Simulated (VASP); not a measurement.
# Re (P6_3/mmc) in VASP: further runs

Re is run at these levels: PBE, PBEsol-based global hybrid with 25 % exact exchange, r2SCAN50; tasks: relaxation of cell and atoms, single point.

Program: VASP 6.6.1. These are calculated values, not measurements. Logs are shortened: lines on timing, memory, paths and dates and some standing lists are left out, and cuts for length are marked.

## (1) The cell of the first run

It takes space group P6_3/mmc (No. 194, hexagonal). The conventional cell has a = 2.761 Å, b = 2.761 Å, c = 4.458 Å, α = 90.00°, β = 90.00°, γ = 120.00°. Within 3.6 Å of Re (site symmetry -6m2) lie 12 Re at 2.74 to 2.76 Å.

## (2) Relaxation of cell and atoms, PBE, target pressure 5 GPa, at which the enthalpy is minimised

The input, INCAR:

```
SYSTEM = Re
ALGO = Normal
EDIFF = 1E-6
EDIFFG = -0.01
ENCUT = 600
GGA = PE
IBRION = 2
ISIF = 3
ISMEAR = -1
LASPH = .TRUE.
LCHARG = .FALSE.
LREAL = .FALSE.
LWAVE = .FALSE.
NELM = 80
NSW = 80
PREC = Accurate
PSTRESS = 50.0
SIGMA = 0.05
```

The input, KPOINTS:

```
k-points
0
G
  11 11 6
  0 0 0
```

The input, POSCAR:

```
Re
1.0
    2.7608000000      0.0000000000      0.0000000000
   -1.3804000000      2.3909229348      0.0000000000
    0.0000000000      0.0000000000      4.4582000000
Re
2
Direct
    0.6666666667      0.3333333333      0.7500000000
    0.3333333333      0.6666666667      0.2500000000
```

Potentials or basis: VASP PAW PBE potentials, release 64 (Re).

Launch:

```
$ cat potpaw_PBE.64/Re/POTCAR > POTCAR
$ mpirun -np 1 vasp_std > vasp.out
```

OUTCAR:

```text
SYSTEM = Re
   EDIFF = 1E-6
   EDIFFG = -0.01
   ENCUT = 600
   GGA = PE
   IBRION = 2
   ISIF = 3
   ISMEAR = -1
   LASPH = .TRUE.
   LREAL = .FALSE.
   NELM = 80
   NSW = 80
   PREC = Accurate
   PSTRESS = 50.0

 ion  position               nearest neighbor table
   1  0.667  0.333  0.750-   2 2.74   2 2.74   2 2.74   2 2.74   2 2.74   2 2.74
   2  0.333  0.667  0.250-   1 2.74   1 2.74   1 2.74   1 2.74   1 2.74   1 2.74

  LATTYP: Found a hexagonal cell.
 ALAT       =     2.7608000000
 C/A-ratio  =     1.6148217908

  Lattice vectors:

 A1 = (   2.7608000000,   0.0000000000,   0.0000000000)
 A2 = (  -1.3804000000,   2.3909229348,   0.0000000000)
 A3 = (   0.0000000000,   0.0000000000,   4.4582000000)

Analysis of symmetry for initial positions (statically):
=====================================================================
 Subroutine PRICEL returns:
 Original cell was already a primitive cell.

 Routine SETGRP: Setting up the symmetry group for a
 hexagonal supercell.

 Subroutine GETGRP returns: Found 24 space group operations
 (whereof 12 operations were pure point group operations)
 out of a pool of 24 trial point group operations.

The static configuration has the point symmetry D_3d.
 The point group associated with its full space group is D_6h.

Analysis of symmetry for dynamics (positions and initial velocities):
=====================================================================
 Subroutine PRICEL returns:
 Original cell was already a primitive cell.

 Routine SETGRP: Setting up the symmetry group for a
 hexagonal supercell.

 Subroutine GETGRP returns: Found 24 space group operations
 (whereof 12 operations were pure point group operations)
 out of a pool of 24 trial point group operations.

The dynamic configuration has the point symmetry D_3d.
 The point group associated with its full space group is D_6h.

 Subroutine INISYM returns: Found 24 space group operations
 (whereof 12 operations are pure point group operations),
 and found     1 'primitive' translations

----------------------------------------------------------------------------------------

                                     Primitive cell

  volume of cell :      29.4280

  direct lattice vectors                    reciprocal lattice vectors
     2.760800000  0.000000000  0.000000000     0.362213851  0.209124264  0.000000000
    -1.380400000  2.390922935  0.000000000     0.000000000  0.418248529  0.000000000
     0.000000000  0.000000000  4.458200000     0.000000000  0.000000000  0.224305774

  length of vectors
     2.760800000  2.760800000  4.458200000     0.418248529  0.418248529  0.224305774

  position of ions in fractional coordinates (direct lattice)
     0.666666667  0.333333333  0.750000000
     0.333333333  0.666666667  0.250000000

  ion indices of the primitive-cell ions
   primitive index   ion index
                 1           1
                 2           2

----------------------------------------------------------------------------------------

 KPOINTS: k-points

Automatic generation of k-mesh.
 Grid dimensions read from file:
 generate k-points for:   11   11    6

 Generating k-lattice:

  Cartesian coordinates                     Fractional coordinates (reciprocal lattice)
     0.032928532  0.019011297  0.000000000     0.090909091 -0.000000000  0.000000000
     0.000000000  0.038022594  0.000000000     0.000000000  0.090909091  0.000000000
     0.000000000  0.000000000  0.037384296     0.000000000  0.000000000  0.166666667

  Length of vectors
     0.038022594  0.038022594  0.037384296

  Shift w.r.t. Gamma in fractional coordinates (k-lattice)
     0.000000000  0.000000000  0.000000000

 Subroutine IBZKPT returns following result:
 ===========================================

 Found     64 irreducible k-points:

 Following reciprocal coordinates:
            Coordinates               Weight
  0.000000  0.000000  0.000000      1.000000
  0.090909 -0.000000  0.000000      6.000000
  0.181818 -0.000000  0.000000      6.000000
  0.272727 -0.000000  0.000000      6.000000
  0.363636 -0.000000  0.000000      6.000000
  0.454545 -0.000000  0.000000      6.000000
[... 16 lines left out ...]
  0.090909  0.090909  0.166667     12.000000
  0.181818  0.090909  0.166667     24.000000
 [... further k-points ...]
   k-points           NKPTS =     64   k-points in BZ     NKDIM =     64   number of bands    NBANDS=     11
   number of dos      NEDOS =    301   number of ions     NIONS =      2
   total plane-waves  NPLWV =  20736
   dimension x,y,z NGX =    24 NGY =   24 NGZ =   36
   dimension x,y,z NGXF=    48 NGYF=   48 NGZF=   72
   ions per type =               2
   NGX,Y,Z   is equivalent  to a cutoff of  14.45, 14.45, 13.42 a.u.
   NGXF,Y,Z  is equivalent  to a cutoff of  28.90, 28.90, 26.85 a.u.
 SYSTEM =  Re
   PREC   = accura    normal or accurate (medium, high low for compatibility)
   ISTART =      0    job   : 0-new  1-cont  2-samecut
   ICHARG =      2    charge: 1-file 2-atom 10-const
   ISPIN  =      1    spin polarized calculation?
   LNONCOLLINEAR =      F non collinear calculations
   LSORBIT =      F    spin-orbit coupling
   LASPH  =      T    aspherical Exc in radial PAW
   ENCUT  =  600.0 eV  44.10 Ry    6.64 a.u.   5.51  5.51  8.90*2*pi/ulx,y,z
   NELM   =     80;   NELMIN=  2; NELMDL= -5     # of ELM steps
   EDIFF  = 0.1E-05   stopping-criterion for ELM
   LREAL  =      F    real-space projection
   EDIFFG = -.1E-01   stopping-criterion for IOM
   NSW    =     80    number of steps for IOM
   IBRION =      2    ionic relax: 0-MD 1-quasi-New 2-CG
   NFREE  =      1    steps in history (QN), initial steepest desc. (CG)
   ISIF   =      3    stress and relaxation
   ISYM   =      2    0-nonsym 1-usesym 2-fastsym
   POTIM  = 0.5000    time-step for ionic-motion
   TEBEG  =    0.0;   TEEND  =   0.0 temperature during run
   PSTRESS=   50.0 pullay stress
   NELECT =      14.0000    total number of electrons
   NUPDOWN=      -1.0000    fix difference up-down
   EMIN   =  10.00;   EMAX   =-10.00  energy-range for DOS
   EFERMI =   0.00;   METHOD = LEGACY
   ISMEAR =    -1;   SIGMA  =   0.05  broadening in eV -4-tet -1-fermi 0-gaus
   EFERMI_NEDOS =   21; number of points for ismear=-14 and -15
   IALGO  =     38    algorithm
   IMIX   =      4    mixing-type and parameters
     AMIX     =   0.40;   BMIX     =  1.00
     AMIX_MAG =   1.60;   BMIX_MAG =  1.00
  volume/ion in A,a.u.               =      14.71        99.29
  Fermi-wavevector in a.u.,A,eV,Ry     =   1.278000  2.415070 22.222174  1.633284
  Thomas-Fermi vector in A             =   2.410568
   LORBIT       =      0    0 simple, 1 ext, 2 COOP (PROOUT), +10 PAW based schemes
   GGA     = PE    functional components
   LHFCALC =     F    Hartree Fock is set to
   AEXX    =    0.0000 exact exchange contribution
   IVDW    =     0    specifies the selected vdW correction
   LEPSILON=     F    determine dielectric tensor
   LRPA    =     F    only Hartree local field effects (RPA)
 conjugate gradient relaxation of ions
 non-spin polarized calculation
  energy-cutoff  :      600.00
  volume of cell :       29.43
 maximum number of plane-waves:      1014
 NGX is ok and might be reduce to    24
   NGX = 11   NGY = 11   NGZ = 17

--------------------------------------- Ionic step        1  -------------------------------------------

 number of electron      14.0000000 magnetization

 Free energy of the ion-electron system (eV)
  ---------------------------------------------------
  ext. energy  EPLUGINS =         0.00000000
  ---------------------------------------------------
  free energy    TOTEN  =       -24.84829514 eV

  energy without entropy =      -24.83436593  energy(sigma->0) =      -24.84133053

------------------------ aborting loop because EDIFF is reached ----------------------------------------

  FORCE on cell =-STRESS in cart. coord.  units (eV):
  Direction    XX          YY          ZZ          XY          YZ          ZX
  --------------------------------------------------------------------------------------
  -------------------------------------------------------------------------------------
  Total        1.0377255      1.0377255      1.0720392      0.0000000      0.0000000      0.0000000
  in kB       56.4979913     56.4979913     58.3661686      0.0000000      0.0000000      0.0000000
  external PRESSURE =       7.1207171 kB  Pullay stress =      50.0000000 kB
[... 99 lines left out ...]
  enthalpy is  TOTEN    =       -23.9300306264 eV   P V=        0.9199947245

--------------------------------------- Ionic step        4  -------------------------------------------

 number of electron      14.0000000 magnetization

 Free energy of the ion-electron system (eV)
  ---------------------------------------------------
  ext. energy  EPLUGINS =         0.00000000
  ---------------------------------------------------
  free energy    TOTEN  =       -24.85009852 eV

  energy without entropy =      -24.83608828  energy(sigma->0) =      -24.84309340

 E-fermi :   7.8707     XC(G=0): -13.7202

 val. band max:        7.8547116787   @ k =   0.1818  -0.0000   0.1667
 cond. band min:       7.9160678945   @ k =   0.3636   0.1818   0.3333
 fundamental gap:      0.0613562157
 Fermi energy:         7.8706617546

 k-point     1 :       0.0000    0.0000    0.0000
  band No.  band energies     occupation
      1      -1.9912      2.00000
      2       1.2532      2.00000
      3       6.2868      2.00000
      4       6.2887      2.00000
      5       6.2887      2.00000
      6       7.1224      2.00000
      7       7.1224      2.00000
      8       8.0509      0.05294
      9       8.0509      0.05294
     10       8.4742      0.00001
     11      11.2177      0.00000
[... 309 lines left out ...]
 k-point    24 :       0.1818    0.0909    0.1667
  band No.  band energies     occupation
      1       0.3245      2.00000
      2       2.9561      2.00000
      3       4.3103      2.00000
      4       4.6558      2.00000
      5       5.9238      2.00000
      6       6.6089      2.00000
      7       7.2161      2.00000
      8       8.1610      0.00599
      9       8.8716      0.00000
     10       9.2605      0.00000
     11      11.6147      0.00000

 [... further k-points ...]
[... 5 lines left out ...]
  --------------------------------------------------------------------------------------
  -------------------------------------------------------------------------------------
  Total        0.9128572      0.9128572      0.9363322      0.0000000     -0.0000000      0.0000000
  in kB       49.6081236     49.6081236     50.8838438      0.0000000     -0.0000000      0.0000000
  external PRESSURE =       0.0333636 kB  Pullay stress =      50.0000000 kB
[... 17 lines left out ...]
  FREE ENERGIE OF THE ION-ELECTRON SYSTEM (eV)
  ---------------------------------------------------
  free  energy   TOTEN  =       -24.8500985232 eV

  energy  without entropy=      -24.8360882800  energy(sigma->0) =      -24.84309340

  enthalpy is  TOTEN    =       -23.9300302581 eV   P V=        0.9200682651

 reached required accuracy - stopping structural energy minimisation
```

Wall time 60 s (1 thread of Intel Xeon 8259CL, shared host); peak memory 0.18 GiB.

What came out:

```
Free energy                                                : -24.8501 eV
Relaxed volume                                             : 14.74 Å³/atom
Relaxed cell                                               : a = 2.762 Å, b = 2.762 Å, c = 4.461 Å, α = 90.00°, β = 90.00°, γ = 120.00°
Space group after relaxing (to 0.1 Å)                      : P6_3/mmc (No. 194)
Energy change on relaxing (the run minimises the enthalpy) : -0.9 meV/atom
Ionic steps                                                : 4
Pressure after relaxing                                    : 5.0 GPa
Band gap on the k mesh                                     : zero (bands 7 and 8 overlap by 3.05 eV)
```

Stress tensor (GPa, compression positive):
```
4.96 0.00 0.00
0.00 4.96 0.00
0.00 0.00 5.09
```

Step by step:
```tsv
step	energy change (eV)	largest force (eV/Å)	pressure (GPa)	volume (Å³)
1	0.0000	0.0000	5.71	29.43
2	-0.0067	0.0000	2.01	29.71
3	-0.0017	0.0000	5.02	29.48
4	-0.0018	0.0000	5.00	29.48
```

Final structure:
```yaml
crystal:
  lattice:
    - [2.76235, 0.00000, 0.00000]
    - [-1.38117, 2.39226, 0.00000]
    - [0.00000, 0.00000, 4.46142]
  atoms:
    - { symbol: Re, position: [0.66667, 0.33333, 0.75000] }
    - { symbol: Re, position: [0.33333, 0.66667, 0.25000] }
```

Caveat: the cell is relaxed towards a set pressure, so the run minimises the enthalpy, not the energy; spin-orbit coupling is left out, which moves the levels of the heavy elements.

[end of part 1 of 2]
